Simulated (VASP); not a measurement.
# Cr (P6/mmm) in VASP: further runs, part 2 of 2

VASP 6.6.1. Earlier steps stand in the parts before.

## Step 4: Single point, PBEsol (12.33 Å³/atom)

This run uses another cell than the first one, of 12.33 Å³/atom.

Input file INCAR:

```
SYSTEM = Cr
ALGO = Normal
EDIFF = 1E-6
ENCUT = 520
GGA = PS
ISIF = 2
ISMEAR = -1
LASPH = .TRUE.
LCHARG = .TRUE.
LELF = .TRUE.
LREAL = .FALSE.
LVHAR = .TRUE.
LWAVE = .FALSE.
NBANDS = 25
NELM = 80
PREC = Accurate
SIGMA = 0.1
```

Input file KPOINTS:

```
k-points
0
G
  10 10 16
  0 0 0
```

Input file POSCAR:

```
Cr
1.0
    4.2937063166      0.0000000000      0.0000000000
   -2.1468531583      3.7184587466      0.0000000000
    0.0000000000      0.0000000000      2.3176756031
Cr
3
Direct
    0.0000000000      1.0000000000      0.0000000000
    0.3333333333      0.6666666667      0.5000000000
    0.6666666667      0.3333333333      0.5000000000
```

Potentials or basis: VASP PAW PBE potentials, release 64 (Cr_pv).

Started as:

```
> cat potpaw_PBE.64/Cr_pv/POTCAR > POTCAR
> mpirun -np 1 vasp_std > vasp.out
```

OUTCAR:

```text
SYSTEM = Cr
   EDIFF = 1E-6
   ENCUT = 520
   GGA = PS
   ISIF = 2
   ISMEAR = -1
   LASPH = .TRUE.
   LREAL = .FALSE.
   NELM = 80
   PREC = Accurate

 ion  position               nearest neighbor table
   1  0.000  0.000  0.000-   2 2.74   3 2.74   2 2.74   3 2.74   3 2.74   3 2.74   2 2.74   2 2.74
                             3 2.74   3 2.74   2 2.74   2 2.74
   2  0.333  0.667  0.500-   3 2.48   3 2.48   3 2.48   1 2.74   1 2.74   1 2.74   1 2.74   1 2.74
                             1 2.74
   3  0.667  0.333  0.500-   2 2.48   2 2.48   2 2.48   1 2.74   1 2.74   1 2.74   1 2.74   1 2.74
                             1 2.74

  LATTYP: Found a hexagonal cell.
 ALAT       =     4.2937063166
 C/A-ratio  =     0.5397843803

  Lattice vectors:

 A1 = (   4.2937063166,   0.0000000000,   0.0000000000)
 A2 = (  -2.1468531583,   3.7184587466,   0.0000000000)
 A3 = (   0.0000000000,   0.0000000000,   2.3176756031)

Analysis of symmetry for initial positions (statically):
=====================================================================
 Subroutine PRICEL returns:
 Original cell was already a primitive cell.

 Routine SETGRP: Setting up the symmetry group for a
 hexagonal supercell.

 Subroutine GETGRP returns: Found 24 space group operations
 (whereof 24 operations were pure point group operations)
 out of a pool of 24 trial point group operations.

The static configuration has the point symmetry D_6h.

Analysis of symmetry for dynamics (positions and initial velocities):
=====================================================================
 Subroutine PRICEL returns:
 Original cell was already a primitive cell.

 Routine SETGRP: Setting up the symmetry group for a
 hexagonal supercell.

 Subroutine GETGRP returns: Found 24 space group operations
 (whereof 24 operations were pure point group operations)
 out of a pool of 24 trial point group operations.
[... 118 lines left out ...]
   ISMEAR =    -1;   SIGMA  =   0.10  broadening in eV -4-tet -1-fermi 0-gaus
   EFERMI_NEDOS =   21; number of points for ismear=-14 and -15
   IALGO  =     38    algorithm
   IMIX   =      4    mixing-type and parameters
     AMIX     =   0.40;   BMIX     =  1.00
     AMIX_MAG =   1.60;   BMIX_MAG =  1.00
  volume/ion in A,a.u.               =      12.33        83.24
  Fermi-wavevector in a.u.,A,eV,Ry     =   1.622157  3.065433 35.802301  2.631395
  Thomas-Fermi vector in A             =   2.715816
   LORBIT       =      0    0 simple, 1 ext, 2 COOP (PROOUT), +10 PAW based schemes
   GGA     = PS    functional components
   LHFCALC =     F    Hartree Fock is set to
   AEXX    =    0.0000 exact exchange contribution
   IVDW    =     0    specifies the selected vdW correction
   LEPSILON=     F    determine dielectric tensor
   LRPA    =     F    only Hartree local field effects (RPA)
 non-spin polarized calculation
  energy-cutoff  :      520.00
  volume of cell :       37.00
 maximum number of plane-waves:      1018
 NGX is ok and might be reduce to    32
   NGX = 15   NGY = 15   NGZ =  9

 number of electron      35.9999990 magnetization

 Free energy of the ion-electron system (eV)
  ---------------------------------------------------
  ext. energy  EPLUGINS =         0.00000000
  ---------------------------------------------------
  free energy    TOTEN  =       -29.59211217 eV

  energy without entropy =      -29.43265106  energy(sigma->0) =      -29.51238162

 E-fermi :   9.8538     XC(G=0): -13.4221

 val. band max:        9.8522186051   @ k =   0.4000  -0.0000   0.4375
 cond. band min:       9.8546114154   @ k =   0.1000   0.1000   0.5000
 fundamental gap:      0.0023928103
 Fermi energy:         9.8537558546

 k-point     1 :       0.0000    0.0000    0.0000
  band No.  band energies     occupation
      1     -33.1267      2.00000
      2     -33.1267      2.00000
      3     -33.1132      2.00000
      4     -33.1132      2.00000
      5     -32.6369      2.00000
      6     -32.6369      2.00000
[... 661 lines left out ...]
     24      11.9677      0.00000
     25      12.0462      0.00000

 [... further k-points ...]

------------------------ aborting loop because EDIFF is reached ----------------------------------------

  FORCE on cell =-STRESS in cart. coord.  units (eV):
  Direction    XX          YY          ZZ          XY          YZ          ZX
  --------------------------------------------------------------------------------------
  -------------------------------------------------------------------------------------
  Total       -3.9089825     -3.9089825     -4.0999568      0.0000000      0.0000000      0.0000000
  in kB     -169.2490969   -169.2490969   -177.5178021      0.0000000      0.0000000      0.0000000
  external PRESSURE =    -172.0053319 kB  Pullay stress =       0.0000000 kB

 VOLUME and BASIS-vectors are now :
 -----------------------------------------------------------------------------
  energy-cutoff  :      520.00
  volume of cell :       37.00
      direct lattice vectors                 reciprocal lattice vectors
     4.293706317  0.000000000  0.000000000     0.232899022  0.134464313  0.000000000
    -2.146853158  3.718458747  0.000000000     0.000000000  0.268928626  0.000000000
     0.000000000  0.000000000  2.317675603     0.000000000  0.000000000  0.431466767

 POSITION                                       TOTAL-FORCE (eV/Angst)
 -----------------------------------------------------------------------------------
      0.00000      0.00000      0.00000         0.000000      0.000000      0.000000
     -0.00000      2.47897      1.15884         0.000000      0.000000      0.000000
      2.14685      1.23949      1.15884        -0.000000      0.000000     -0.000000
 -----------------------------------------------------------------------------------
    total drift:                               -0.000000      0.000000      0.000000

  FREE ENERGIE OF THE ION-ELECTRON SYSTEM (eV)
  ---------------------------------------------------
  free  energy   TOTEN  =       -29.5921121729 eV

  energy  without entropy=      -29.4326510578  energy(sigma->0) =      -29.51238162
```

OSZICAR:

```text
N       E                     dE             d eps       ncg     rms          rms(c)
DAV:   1     0.412119361631E+03    0.41212E+03   -0.20659E+04  6308   0.177E+03
DAV:   2    -0.157461340121E+02   -0.42787E+03   -0.41802E+03  6333   0.521E+02
DAV:   3    -0.343067504780E+02   -0.18561E+02   -0.17948E+02  7468   0.124E+02
DAV:   4    -0.347730074068E+02   -0.46626E+00   -0.46094E+00  6996   0.186E+01
DAV:   5    -0.347870133543E+02   -0.14006E-01   -0.13995E-01  8027   0.316E+00    0.216E+01
DAV:   6    -0.296882875039E+02    0.50987E+01   -0.32074E+01  6772   0.527E+01    0.345E+00
DAV:   7    -0.300690421054E+02   -0.38075E+00   -0.25291E+00  8125   0.181E+01    0.788E+00
DAV:   8    -0.296199330008E+02    0.44911E+00   -0.17617E+00  8050   0.105E+01    0.167E+00
DAV:   9    -0.295934299453E+02    0.26503E-01   -0.53095E-02  6801   0.252E+00    0.376E-01
DAV:  10    -0.295920984314E+02    0.13315E-02   -0.80523E-03  7808   0.923E-01    0.931E-02
DAV:  11    -0.295921163555E+02   -0.17924E-04   -0.40122E-04  8045   0.241E-01    0.517E-02
DAV:  12    -0.295921166370E+02   -0.28148E-06   -0.74255E-05  7770   0.930E-02    0.203E-02
DAV:  13    -0.295921133017E+02    0.33352E-05   -0.15488E-05  7490   0.425E-02    0.475E-03
DAV:  14    -0.295921122531E+02    0.10487E-05   -0.65175E-07  3324   0.721E-03    0.919E-04
DAV:  15    -0.295921121729E+02    0.80157E-07   -0.15677E-07  3217   0.349E-03
   1 F= -.29592112E+02 E0= -.29512382E+02  d E =-.159461E+00
```

Run time: 47 s. Hardware: 1 thread of AMD EPYC 9R45 (Zen 5), shared host; peak memory 0.18 GiB.

What came out:

| Quantity | Value |
| --- | --- |
| Free energy | -29.5921 eV |
| Pressure | -17.2 GPa |
| Band gap on the k mesh | zero (bands 18 and 19 overlap by 0.65 eV) |

Levels at points of the mesh, in eV from the Fermi level:
```csv
k point,band 14,band 15,band 16,band 17,band 18,band 19,band 20,band 21,band 22,band 23
"(0.00, 0.00, 0.00)",-2.05,-1.98,-1.98,-1.72,-0.30,-0.30,1.25,1.25,1.30,1.30
"(0.50, 0.00, 0.00)",-2.29,-1.86,-1.70,-1.52,0.34,0.72,1.27,1.38,1.43,1.66
"(0.00, 0.00, 0.50)",-2.44,-1.63,-0.86,-0.86,0.07,0.07,1.46,1.46,1.85,1.85
"(0.50, 0.00, 0.50)",-1.83,-1.34,-1.20,-0.17,-0.09,0.81,0.84,1.44,1.50,2.40
```

Caveat: the cell stands under tension; the PAW data sets were made with another functional, which shifts forces and pressure a little; the run has no spin polarisation, though such a crystal can be magnetic.

## Step 5: Single point, PBEsol (12.79 Å³/atom)

This run uses another cell than the first one, of 12.79 Å³/atom.

Input file INCAR:

```
SYSTEM = Cr
ALGO = Normal ; EDIFF = 1E-6
ENCUT = 520 ; GGA = PS
ISIF = 2 ; ISMEAR = -1
LASPH = .TRUE. ; LCHARG = .FALSE.
LREAL = .FALSE. ; LWAVE = .FALSE.
NBANDS = 25 ; NELM = 80
PREC = Accurate ; SIGMA = 0.1
```

KPOINTS is that of step 4.

Input file POSCAR:

```
Cr
1.0
    4.3460737498      0.0000000000      0.0000000000
   -2.1730368749      3.7638102741      0.0000000000
    0.0000000000      0.0000000000      2.3459427256
Cr
3
Direct
    0.0000000000      1.0000000000      0.0000000000
    0.3333333333      0.6666666667      0.5000000000
    0.6666666667      0.3333333333      0.5000000000
```

Started as:

```
> cat potpaw_PBE.64/Cr_pv/POTCAR > POTCAR
> mpirun -np 1 vasp_std > vasp.out
```

Wall time 47 s (1 thread of AMD EPYC 9R45 (Zen 5), shared host); peak memory 0.18 GiB.

The run converged. Its results:

```yaml
Free_energy: -29.4186 eV
Pressure: -23.3 GPa
Band_gap_on_the_k_mesh: zero (bands 18 and 19 overlap by 0.59 eV)
```

Stress tensor (GPa, compression positive):
```
-22.82   0.00   0.00
  0.00 -22.82   0.00
  0.00   0.00 -24.27
```

Levels at points of the mesh, in eV from the Fermi level:
| k point | band 14 | band 15 | band 16 | band 17 | band 18 | band 19 | band 20 | band 21 | band 22 | band 23 |
| --- | --- | --- | --- | --- | --- | --- | --- | --- | --- | --- |
| (0.00, 0.00, 0.00) | -1.97 | -1.90 | -1.90 | -1.65 | -0.28 | -0.28 | 1.20 | 1.20 | 1.24 | 1.24 |
| (0.50, 0.00, 0.00) | -2.18 | -1.76 | -1.62 | -1.44 | 0.30 | 0.70 | 1.20 | 1.31 | 1.36 | 1.59 |
| (0.00, 0.00, 0.50) | -2.39 | -1.60 | -0.81 | -0.81 | 0.06 | 0.06 | 1.39 | 1.39 | 1.76 | 1.76 |
| (0.50, 0.00, 0.50) | -1.75 | -1.27 | -1.13 | -0.17 | -0.08 | 0.77 | 0.77 | 1.37 | 1.44 | 2.28 |

Caveat: the cell stands under tension; the PAW data sets were made with another functional, which shifts forces and pressure a little; the run has no spin polarisation, though such a crystal can be magnetic. Spin polarisation is off, so any magnetic state and its effect on volume and gap are missing.

## Step 6: Single point, PBEsol

Input file INCAR:

```
SYSTEM = Cr
PREC = Accurate
ENCUT = 520
EDIFF = 1E-6
ISMEAR = -1
SIGMA = 0.1
LREAL = .FALSE.
LASPH = .TRUE.
NELM = 80
ALGO = Normal
ISIF = 2
LWAVE = .FALSE.
LCHARG = .TRUE.
GGA = PS
LELF = .TRUE.
LVHAR = .TRUE.
NBANDS = 25
```

Input file KPOINTS:

```
Automatic mesh
0
G
  12 12 18
  0 0 0
```

Input file POSCAR:

```
Cr
1.0
    4.1849578108      0.0000000000      0.0000000000
   -2.0924789054      3.6242797779      0.0000000000
    0.0000000000      0.0000000000      2.2589748583
Cr
3
Direct
    0.0000000000      1.0000000000      0.0000000000
    0.3333333333      0.6666666667      0.5000000000
    0.6666666667      0.3333333333      0.5000000000
```

Potentials or basis: VASP PAW PBE potentials, release 64 (Cr_pv).

Started as:

```
> cat potpaw_PBE.64/Cr_pv/POTCAR > POTCAR
> mpirun -np 1 vasp_std > vasp.out
```

OUTCAR:

```text
SYSTEM = Cr
   PREC = Accurate
   ENCUT = 520
   EDIFF = 1E-6
   ISMEAR = -1
   LREAL = .FALSE.
   LASPH = .TRUE.
   NELM = 80
   ISIF = 2
   GGA = PS

 ion  position               nearest neighbor table
   1  0.000  0.000  0.000-   2 2.67   3 2.67   2 2.67   3 2.67   2 2.67   2 2.67   3 2.67   3 2.67
                             3 2.67   3 2.67   2 2.67   2 2.67
   2  0.333  0.667  0.500-   3 2.42   3 2.42   3 2.42   1 2.67   1 2.67   1 2.67   1 2.67   1 2.67
                             1 2.67
   3  0.667  0.333  0.500-   2 2.42   2 2.42   2 2.42   1 2.67   1 2.67   1 2.67   1 2.67   1 2.67
                             1 2.67

  LATTYP: Found a hexagonal cell.
 ALAT       =     4.1849578108
 C/A-ratio  =     0.5397843803

  Lattice vectors:

 A1 = (   4.1849578108,   0.0000000000,   0.0000000000)
 A2 = (  -2.0924789054,   3.6242797779,   0.0000000000)
 A3 = (   0.0000000000,   0.0000000000,   2.2589748583)

Analysis of symmetry for initial positions (statically):
=====================================================================
 Subroutine PRICEL returns:
 Original cell was already a primitive cell.

 Routine SETGRP: Setting up the symmetry group for a
 hexagonal supercell.
[... 168 lines left out ...]

 E-fermi :  10.9202     XC(G=0): -13.8684

 val. band max:       10.9200030223   @ k =   0.3333   0.1667   0.3889
 cond. band min:      10.9235553844   @ k =   0.5000  -0.0000   0.2778
 fundamental gap:      0.0035523621
 Fermi energy:        10.9202098837

 k-point     1 :       0.0000    0.0000    0.0000
  band No.  band energies     occupation
      1     -32.1067      2.00000
      2     -32.1067      2.00000
      3     -32.0711      2.00000
      4     -32.0711      2.00000
      5     -31.4762      2.00000
      6     -31.4762      2.00000
[... 661 lines left out ...]
     24      13.0668      0.00000
     25      13.4306      0.00000

 [... further k-points ...]

------------------------ aborting loop because EDIFF is reached ----------------------------------------

  FORCE on cell =-STRESS in cart. coord.  units (eV):
  Direction    XX          YY          ZZ          XY          YZ          ZX
  --------------------------------------------------------------------------------------
  -------------------------------------------------------------------------------------
  Total       -0.0817091     -0.0817091     -0.0231068      0.0000000     -0.0000000     -0.0000000
  in kB       -3.8208206     -3.8208206     -1.0805020      0.0000000     -0.0000000     -0.0000000
  external PRESSURE =      -2.9073811 kB  Pullay stress =       0.0000000 kB

 VOLUME and BASIS-vectors are now :
 -----------------------------------------------------------------------------
  energy-cutoff  :      520.00
  volume of cell :       34.26
      direct lattice vectors                 reciprocal lattice vectors
     4.184957811  0.000000000  0.000000000     0.238951035  0.137958444  0.000000000
    -2.092478905  3.624279778  0.000000000     0.000000000  0.275916889  0.000000000
     0.000000000  0.000000000  2.258974858     0.000000000  0.000000000  0.442678676

 POSITION                                       TOTAL-FORCE (eV/Angst)
 -----------------------------------------------------------------------------------
      0.00000      0.00000      0.00000        -0.000000      0.000000      0.000000
     -0.00000      2.41619      1.12949        -0.000000     -0.000000      0.000000
      2.09248      1.20809      1.12949         0.000000      0.000000      0.000000
 -----------------------------------------------------------------------------------
    total drift:                               -0.000000      0.000000      0.000000

  FREE ENERGIE OF THE ION-ELECTRON SYSTEM (eV)
  ---------------------------------------------------
  free  energy   TOTEN  =       -29.7493304903 eV

  energy  without entropy=      -29.5981420077  energy(sigma->0) =      -29.67373625
```

It took 68 s on 1 thread of AMD EPYC 9R45 (Zen 5), shared host; peak memory 0.21 GiB.

What came out:

```yaml
Free_energy: -29.7493 eV
Pressure: -0.3 GPa
Band_gap_on_the_k_mesh: zero (bands 18 and 19 overlap by 0.83 eV)
```

Stress tensor (GPa, compression positive):
```
-0.38  0.00  0.00
 0.00 -0.38  0.00
 0.00  0.00 -0.11
```

Caveat: the PAW data sets were made with another functional, which shifts forces and pressure a little; the run has no spin polarisation, though such a crystal can be magnetic. Spin polarisation is off, so any magnetic state and its effect on volume and gap are missing.

## Step 7: Overview

```csv
cell,k mesh,gap on the mesh (eV),pressure (GPa)
"a = 4.185, b = 4.185, c = 2.259 Å, angles 90.0, 90.0, 120.0°, 3 atoms",10 × 10 × 16,none,-0.3
"a = 4.240, b = 4.240, c = 2.289 Å, angles 90.0, 90.0, 120.0°, 3 atoms",10 × 10 × 16,none,-9.6
"a = 4.294, b = 4.294, c = 2.318 Å, angles 90.0, 90.0, 120.0°, 3 atoms",10 × 10 × 16,none,-17.2
"a = 4.346, b = 4.346, c = 2.346 Å, angles 90.0, 90.0, 120.0°, 3 atoms",10 × 10 × 16,none,-23.3
"a = 4.185, b = 4.185, c = 2.259 Å, angles 90.0, 90.0, 120.0°, 3 atoms",12 × 12 × 18,none,-0.3
```

Alike in all rows: task single point; level PBEsol; potentials or basis VASP PAW PBE potentials, release 64 (Cr_pv); no spin polarisation; cutoff (eV) 520; smearing fermi-dirac 0.1 eV.

Caveats: the PAW data sets were made with another functional, which shifts forces and pressure a little; the run has no spin polarisation, though such a crystal can be magnetic; the cell stands under tension (at least some runs).

Total energies depend on the potentials used, so only differences within one code and one set of settings carry meaning.
